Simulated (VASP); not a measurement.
NaF:

```
Na F
1.0
     0.00000    2.29724    2.29724
     2.29724    0.00000    2.29724
     2.29724    2.29724    0.00000
Na F
1 1
Direct
  0.00000 0.00000 0.00000
  0.50000 0.50000 0.50000
```

Base run:

- Program: VASP 6.6.1
- Functional: HSE06
- Potentials or basis: VASP PAW PBE potentials, release 64 (Na_pv, F)
- Cutoff: 520 eV
- k mesh: 6 × 6 × 6
- Occupations: gaussian, width 0.01 eV
- Spin: no spin polarisation

Its results: band gap on the k mesh 8.60 eV; pressure 1.6 GPa.

Q: The run is repeated on the same cell with these changes: functional from HSE06 to PBE. What comes out?

A: Band gap on the k mesh 6.44 eV; pressure 3.5 GPa.

Caveats: the PAW data sets were made with another functional, which shifts forces and pressure a little (at least some runs); the cell stands under pressure (at least some runs).

